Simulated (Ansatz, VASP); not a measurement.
# Two plane-wave programs on WC

INCAR

```
PREC = Accurate
ENCUT = 520
EDIFF = 1E-6
ISMEAR = 0
SIGMA = 0.15
LREAL = F
LASPH = T
NELM = 80
ALGO = Normal
ISIF = 2
LWAVE = F
LCHARG = F
GGA = PE
NBANDS = 16
```

The input KPOINTS:

```
regular mesh
0
Gamma
  24 24 22
```

Contents of POSCAR:

```
WC
1.0
    3.0386425176      0.0000000000      0.0000000000
   -1.5193212588      2.6315416132      0.0000000000
    0.0000000000      0.0000000000      2.8470758817
W C
1 1
Direct
    0.0000000000      0.0000000000      0.0000000000
    0.6666666667      0.3333333333      0.5000000000
```

Input for Ansatz:

```yaml
crystal:
  lattice:
    - [3.0386425176, 0.0, 0.0]
    - [-1.5193212588, 2.6315416132, 0.0]
    - [0.0, 0.0, 2.8470758817]
  atoms:
    - { symbol: W, position: [0.0, 0.0, 0.0] }
    - { symbol: C, position: [0.6666666667, 0.3333333333, 0.5] }
basis:
  ecutwfc: 420
kpoints:
  mp_grid: { grid: [24, 24, 22] }
hamiltonian:
  xc: pbe
scf:
  occupations: { method: gaussian, width: 0.15 }
output:
  forces: true
  stress: true
  eigenvalues: true
```

Change from the starting cell: strain +0.040 along x and y, +0.000 along z, atoms carried along.

Alike in both runs: task single point; functional PBE; k mesh 24 × 24 × 22; occupations gaussian, width 0.15 eV; no spin polarisation.

|  | VASP | Ansatz |
| --- | --- | --- |
| version | VASP 6.6.1 | Ansatz 0.2.0 |
| potentials or method | VASP PAW PBE potentials, release 64 (W_sv, C), cutoff 520 eV | scalar-relativistic, plane waves, PAW |
| valence electrons in the cell | 18 | 18 |

```tsv
	VASP	Ansatz	Ansatz less VASP
gap on the k mesh at the Fermi level (eV)	none	none	-
pressure (GPa)	-23.1	-23.9	-0.75
traceless stress, the component that is largest in VASP (GPa)	12.89	12.70	-0.190
```

A gap of «none» marks a metal or a gap that the smearing closes. The functional is the same, so the differences come from potentials, cutoffs and numerics.

Neither program's run includes spin-orbit coupling.
